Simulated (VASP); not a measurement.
# Be3ZnSe4 (P1) in VASP: relaxation of cell and atoms with PBE

Aim: the relaxation of cell and atoms of Be3ZnSe4 with PBE.

Program: VASP 6.6.1. These are calculated values, not measurements. Logs are shortened: lines on timing, memory, paths and dates and some standing lists are left out, and cuts for length are marked.

## 1. The cell of the first run

The typed cell holds 8 atoms: a = 5.294 Å, b = 5.103 Å, c = 6.565 Å, α = 112.82°, β = 114.57°, γ = 88.86°.

## 2. Relaxation of cell and atoms, PBE

INCAR reads:

```
SYSTEM = Be3ZnSe4
ALGO     = Normal         ! electronic algorithm
EDIFF    = 1E-6           ! SCF threshold, eV
EDIFFG   = -0.025         ! ionic threshold
ENCUT    = 600            ! plane-wave cutoff, eV
GGA      = PE             ! functional
IBRION   = 2              ! ionic algorithm
ISIF     = 3              ! what is computed and relaxed
ISMEAR   = 0              ! smearing method
LASPH    = .True.         ! aspherical terms in the spheres
LCHARG   = .False.        ! write CHGCAR
LREAL    = .False.        ! projectors in reciprocal space
LWAVE    = .False.        ! write WAVECAR
NELM     = 100            ! most SCF steps
NSW      = 80             ! ionic steps
PREC     = Accurate       ! precision mode
SIGMA    = 0.1            ! smearing width, eV
```

KPOINTS reads:

```
k-points
0
Gamma
  4 4 4
  0 0 0
```

POSCAR reads:

```
Be3ZnSe4
1.0
    5.2941540118      0.0515657328     -0.0162359163
    0.0515657328      5.1026245161      0.0279285501
   -2.6890306435     -2.5492786351      5.4195642152
Be Zn Se
3 1 4
Direct
    0.4901518413      0.5296685138      1.0161083823
    0.2554851546      0.7397283127      0.4858418059
    0.7265215827      0.2097944624      0.4767620622
    0.0234173347      0.0317931880      0.0113056824
    0.1395090265      0.1490551763      0.7708418120
    0.5936122271      0.5611734707      0.7102037546
    0.8979823340      0.4139285686      0.2684236241
    0.3733204991      0.8648583076      0.2605128765
```

Potentials or basis: VASP PAW PBE potentials, release 64 (Be, Zn, Se).

On the command line:

```console
$ cat potpaw_PBE.64/Be/POTCAR potpaw_PBE.64/Zn/POTCAR potpaw_PBE.64/Se/POTCAR > POTCAR
$ mpirun -np 1 vasp_std > vasp.out
```

OUTCAR:

```text
SYSTEM = Be3ZnSe4
   EDIFF = 1E-6
   EDIFFG = -0.025
   ENCUT = 600
   GGA = PE
   IBRION = 2
   ISIF = 3
   ISMEAR = 0
   LASPH = .True.
   LREAL = .False.
   NELM = 100
   NSW = 80
   PREC = Accurate

 ion  position               nearest neighbor table
   1  0.490  0.530  0.016-   8 2.13   5 2.25   7 2.34   6 2.35
   2  0.255  0.740  0.486-   7 2.10   8 2.12   6 2.23   5 2.47
   3  0.727  0.210  0.477-   8 2.14   6 2.18   5 2.35   7 2.44
   4  0.023  0.032  0.011-   5 2.19   8 2.31   7 2.33   6 2.77
   5  0.140  0.149  0.771-   4 2.19   1 2.25   3 2.35   2 2.47
   6  0.594  0.561  0.710-   3 2.18   2 2.23   1 2.35   4 2.77
   7  0.898  0.414  0.268-   2 2.10   4 2.33   1 2.34   3 2.44
   8  0.373  0.865  0.261-   2 2.12   1 2.13   3 2.14   4 2.31

  LATTYP: Found a triclinic cell.
 ALAT       =     9.7611984849
 B/A-ratio  =     0.5227802200
 C/A-ratio  =     1.1116474985
 COS(alpha) =     0.0105694405
 COS(beta)  =     0.5657383552
 COS(gamma) =     0.7846681127

  Lattice vectors:

 A1 = (   2.5858991779,  -7.6559703971,  -5.4754213154)
 A2 = (  -0.0515657328,  -5.1026245161,  -0.0279285501)
 A3 = (   0.0323415424,  -0.0556329787, -10.8508210642)

Analysis of symmetry for initial positions (statically):
=====================================================================
 Subroutine PRICEL returns:
 Original cell was already a primitive cell.

 Routine SETGRP: Setting up the symmetry group for a
 triclinic supercell.

 Subroutine GETGRP returns: Found  1 space group operations
 (whereof  1 operations were pure point group operations)
 out of a pool of  2 trial point group operations.

The static configuration has the point symmetry C_1 .

Analysis of symmetry for dynamics (positions and initial velocities):
=====================================================================
 Subroutine PRICEL returns:
 Original cell was already a primitive cell.

 Routine SETGRP: Setting up the symmetry group for a
 triclinic supercell.

 Subroutine GETGRP returns: Found  1 space group operations
 (whereof  1 operations were pure point group operations)
 out of a pool of  2 trial point group operations.

The dynamic configuration has the point symmetry C_1 .

 Subroutine INISYM returns: Found  1 space group operations
 (whereof  1 operations are pure point group operations),
 and found     1 'primitive' translations

----------------------------------------------------------------------------------------

                                     Primitive cell

  volume of cell :     146.5425

  direct lattice vectors                    reciprocal lattice vectors
     5.294154012  0.051565733 -0.016235916     0.189195555 -0.002419533  0.092735239
     0.051565733  5.102624516  0.027928550    -0.001624606  0.195495090  0.091151764
    -2.689030644 -2.549278635  5.419564215     0.000575164 -0.001014690  0.184324766

  length of vectors
     5.294430029  5.102961491  6.565164403     0.210714586  0.215707240  0.184328456

  position of ions in fractional coordinates (direct lattice)
     0.490151841  0.529668514  0.016108382
     0.255485155  0.739728313  0.485841806
     0.726521583  0.209794462  0.476762062
     0.023417335  0.031793188  0.011305682
     0.139509027  0.149055176  0.770841812
     0.593612227  0.561173471  0.710203755
     0.897982334  0.413928569  0.268423624
     0.373320499  0.864858308  0.260512877

  ion indices of the primitive-cell ions
   primitive index   ion index
                 1           1
                 2           2
                 3           3
                 4           4
                 5           5
                 6           6
                 7           7
                 8           8

----------------------------------------------------------------------------------------

 KPOINTS: k-points

Automatic generation of k-mesh.
 Grid dimensions read from file:
 generate k-points for:    4    4    4

 Generating k-lattice:

  Cartesian coordinates                     Fractional coordinates (reciprocal lattice)
     0.047298889 -0.000604883  0.023183810     0.250000000 -0.000000000  0.000000000
    -0.000406152  0.048873772  0.022787941     0.000000000  0.250000000 -0.000000000
     0.000143791 -0.000253673  0.046081191    -0.000000000  0.000000000  0.250000000

  Length of vectors
     0.052678646  0.053926810  0.046082114

  Shift w.r.t. Gamma in fractional coordinates (k-lattice)
     0.000000000  0.000000000  0.000000000

 Subroutine IBZKPT returns following result:
 ===========================================

 Found     36 irreducible k-points:

 Following reciprocal coordinates:
            Coordinates               Weight
  0.000000  0.000000  0.000000      1.000000
  0.250000 -0.000000 -0.000000      2.000000
  0.500000 -0.000000 -0.000000      1.000000
 -0.000000  0.250000 -0.000000      2.000000
  0.250000  0.250000 -0.000000      2.000000
  0.500000  0.250000 -0.000000      2.000000
[... 16 lines left out ...]
  0.000000 -0.250000  0.250000      2.000000
  0.250000 -0.250000  0.250000      2.000000
 [... further k-points ...]
   k-points           NKPTS =     36   k-points in BZ     NKDIM =     36   number of bands    NBANDS=     26
   number of dos      NEDOS =    301   number of ions     NIONS =      8
   total plane-waves  NPLWV =  95256
   dimension x,y,z NGX =    42 NGY =   42 NGZ =   54
   dimension x,y,z NGXF=    84 NGYF=   84 NGZF=  108
   ions per type =               3   1   4
   NGX,Y,Z   is equivalent  to a cutoff of  13.19, 13.68, 13.67 a.u.
   NGXF,Y,Z  is equivalent  to a cutoff of  26.38, 27.37, 27.35 a.u.
 SYSTEM =  Be3ZnSe4
   PREC   = accura    normal or accurate (medium, high low for compatibility)
   ISTART =      0    job   : 0-new  1-cont  2-samecut
   ICHARG =      2    charge: 1-file 2-atom 10-const
   ISPIN  =      1    spin polarized calculation?
   LNONCOLLINEAR =      F non collinear calculations
   LSORBIT =      F    spin-orbit coupling
   LASPH  =      T    aspherical Exc in radial PAW
   ENCUT  =  600.0 eV  44.10 Ry    6.64 a.u.  10.57 10.19 13.11*2*pi/ulx,y,z
   NELM   =    100;   NELMIN=  2; NELMDL= -5     # of ELM steps
   EDIFF  = 0.1E-05   stopping-criterion for ELM
   LREAL  =      F    real-space projection
   EDIFFG = -.3E-01   stopping-criterion for IOM
   NSW    =     80    number of steps for IOM
   IBRION =      2    ionic relax: 0-MD 1-quasi-New 2-CG
   NFREE  =      1    steps in history (QN), initial steepest desc. (CG)
   ISIF   =      3    stress and relaxation
   ISYM   =      2    0-nonsym 1-usesym 2-fastsym
   POTIM  = 0.5000    time-step for ionic-motion
   TEBEG  =    0.0;   TEEND  =   0.0 temperature during run
   PSTRESS=    0.0 pullay stress
   NELECT =      42.0000    total number of electrons
   NUPDOWN=      -1.0000    fix difference up-down
   EMIN   =  10.00;   EMAX   =-10.00  energy-range for DOS
   EFERMI =   0.00;   METHOD = LEGACY
   ISMEAR =     0;   SIGMA  =   0.10  broadening in eV -4-tet -1-fermi 0-gaus
   EFERMI_NEDOS =   21; number of points for ismear=-14 and -15
   IALGO  =     38    algorithm
   IMIX   =      4    mixing-type and parameters
     AMIX     =   0.40;   BMIX     =  1.00
     AMIX_MAG =   1.60;   BMIX_MAG =  1.00
  volume/ion in A,a.u.               =      18.32       123.61
  Fermi-wavevector in a.u.,A,eV,Ry     =   1.079369  2.039712 15.851302  1.165038
  Thomas-Fermi vector in A             =   2.215332
   LORBIT       =      0    0 simple, 1 ext, 2 COOP (PROOUT), +10 PAW based schemes
   GGA     = PE    functional components
   LHFCALC =     F    Hartree Fock is set to
   AEXX    =    0.0000 exact exchange contribution
   IVDW    =     0    specifies the selected vdW correction
   LEPSILON=     F    determine dielectric tensor
   LRPA    =     F    only Hartree local field effects (RPA)
 conjugate gradient relaxation of ions
 non-spin polarized calculation
 Gauss-broadening in eV      SIGMA  =   0.10
  energy-cutoff  :      600.00
  volume of cell :      146.54
 maximum number of plane-waves:      4916
   NGX = 21   NGY = 21   NGZ = 27

--------------------------------------- Ionic step        1  -------------------------------------------

 number of electron      41.9999996 magnetization

 Free energy of the ion-electron system (eV)
  ---------------------------------------------------
  ext. energy  EPLUGINS =         0.00000000
  ---------------------------------------------------
  free energy    TOTEN  =       -31.13484379 eV

  energy without entropy =      -31.13484379  energy(sigma->0) =      -31.13484379

------------------------ aborting loop because EDIFF is reached ----------------------------------------

  FORCE on cell =-STRESS in cart. coord.  units (eV):
  Direction    XX          YY          ZZ          XY          YZ          ZX
  --------------------------------------------------------------------------------------
  -------------------------------------------------------------------------------------
  Total        4.3590113      6.3010105      2.8995854      0.0340203     -1.3398904     -1.6247036
  in kB       47.6578929     68.8901365     31.7017147      0.3719500    -14.6492749    -17.7631906
  external PRESSURE =      49.4165814 kB  Pullay stress =       0.0000000 kB
[... 107 lines left out ...]
  FREE ENERGIE OF THE ION-ELECTRON SYSTEM (eV)
  ---------------------------------------------------
  free  energy   TOTEN  =       -32.0882646488 eV

  energy  without entropy=      -32.0882646488  energy(sigma->0) =      -32.08826465

[... ionic steps 4 to 13 ...]

--------------------------------------- Ionic step       14  -------------------------------------------

 number of electron      41.9999998 magnetization

------------------------ aborting loop because EDIFF is reached ----------------------------------------

  FORCE on cell =-STRESS in cart. coord.  units (eV):
  Direction    XX          YY          ZZ          XY          YZ          ZX
  --------------------------------------------------------------------------------------
  -------------------------------------------------------------------------------------
  Total        0.0795105     -0.0075728      0.0791262      0.0183720     -0.0212639     -0.0239119
  in kB        0.8472986     -0.0806993      0.8432039      0.1957800     -0.2265978     -0.2548161
  external PRESSURE =       0.5366011 kB  Pullay stress =       0.0000000 kB
[... 69 lines left out ...]
  energy  without entropy=      -32.4685964272  energy(sigma->0) =      -32.46859643

--------------------------------------- Ionic step       16  -------------------------------------------

 number of electron      41.9999997 magnetization

 Free energy of the ion-electron system (eV)
  ---------------------------------------------------
  ext. energy  EPLUGINS =         0.00000000
  ---------------------------------------------------
  free energy    TOTEN  =       -32.46870968 eV

  energy without entropy =      -32.46870968  energy(sigma->0) =      -32.46870968

 E-fermi :   3.0832     XC(G=0):  -9.3331

 val. band max:        2.6653510557   @ k =   0.0000   0.0000   0.0000
 cond. band min:       5.3951657795   @ k =   0.0000   0.0000   0.0000
 fundamental gap:      2.7298147237
 Fermi energy:         3.0832239651

 k-point     1 :       0.0000    0.0000    0.0000
  band No.  band energies     occupation
      1     -10.8557      2.00000
      2      -9.3324      2.00000
      3      -9.3029      2.00000
      4      -9.3020      2.00000
      5      -3.5381      2.00000
      6      -3.5322      2.00000
[... 685 lines left out ...]
     25       6.9198      0.00000
     26       8.3393      0.00000

 [... further k-points ...]
[... 5 lines left out ...]
  --------------------------------------------------------------------------------------
  -------------------------------------------------------------------------------------
  Total       -0.0366149     -0.0687441     -0.0281322     -0.0390351     -0.0036005      0.0337139
  in kB       -0.3896607     -0.7315836     -0.2993863     -0.4154160     -0.0383170      0.3587875
  external PRESSURE =      -0.4735436 kB  Pullay stress =       0.0000000 kB
[... 23 lines left out ...]
  FREE ENERGIE OF THE ION-ELECTRON SYSTEM (eV)
  ---------------------------------------------------
  free  energy   TOTEN  =       -32.4687096763 eV

  energy  without entropy=      -32.4687096763  energy(sigma->0) =      -32.46870968

 reached required accuracy - stopping structural energy minimisation
```

It took 32 min on 1 thread of Intel Xeon 6975P-C, shared host; peak memory 0.43 GiB.

What came out:

| Property | Result |
| --- | --- |
| Free energy | -32.4687 eV |
| Relaxed volume | 18.82 Å³/atom |
| Relaxed cell | a = 5.328 Å, b = 5.330 Å, c = 6.506 Å, α = 114.19°, β = 114.22°, γ = 89.97° |
| Space group after relaxing (to 0.05 Å) | I-42m (No. 121) |
| Energy gained by relaxing | 166.7 meV/atom |
| Ionic steps | 16 |
| Pressure after relaxing | 0.0 GPa |
| Largest force after relaxing | 0.019 eV/Å |
| Band gap on the k mesh | 2.73 eV, direct |

Forces on the atoms (eV/Å):
```
Be   0.007  0.010 -0.001
Be  -0.006  0.012  0.013
Be   0.004 -0.002 -0.015
Zn   0.003 -0.007 -0.007
Se  -0.011  0.001  0.010
Se   0.001 -0.001 -0.007
Se   0.003 -0.002 -0.003
Se  -0.001 -0.011  0.010
```

The path:
| step | energy change (eV) | largest force (eV/Å) | pressure (GPa) | volume (Å³) |
| --- | --- | --- | --- | --- |
| 1 | 0.0000 | 3.1661 | 4.94 | 146.54 |
| 2 | -0.9452 | 0.9579 | -2.97 | 158.81 |
| 3 | -0.9534 | 0.8809 | -3.60 | 160.30 |
| 4 | -1.2545 | 0.4183 | -1.00 | 152.73 |
| 5 | -1.2836 | 0.3668 | 0.30 | 149.82 |
| 6 | -1.3120 | 0.1952 | 0.06 | 150.24 |
| 7 | -1.3150 | 0.1801 | 0.04 | 150.42 |
| 8 | -1.3241 | 0.1003 | -0.09 | 150.67 |
| 9 | -1.3262 | 0.1315 | -0.17 | 150.85 |
| 10 | -1.3298 | 0.0795 | 0.05 | 150.35 |
| 11 | -1.3315 | 0.0661 | 0.43 | 149.57 |
| 12 | -1.3333 | 0.0495 | 0.17 | 150.12 |
| 13 | -1.3334 | 0.0562 | 0.04 | 150.39 |
| 14 | -1.3334 | 0.0541 | 0.05 | 150.35 |
| 15 | -1.3338 | 0.0308 | -0.01 | 150.45 |
| 16 | -1.3339 | 0.0186 | -0.05 | 150.55 |

Final structure:
```
Be Zn Se
1.0
     5.32756    0.00187   -0.00110
     0.00121    5.33001    0.00147
    -2.66681   -2.66629    5.30165
Be Zn Se
3 1 4
Direct
  0.49961 0.49980 0.99998
  0.25014 0.74905 0.49918
  0.75028 0.25030 0.50080
  0.99980 0.00090 0.00007
  0.13533 0.13445 0.73638
  0.60205 0.60193 0.73719
  0.86472 0.39836 0.26349
  0.39806 0.86522 0.26292
```

A k mesh can miss the band edges. PBE gaps usually lie below the measured ones, often by a third to a half.
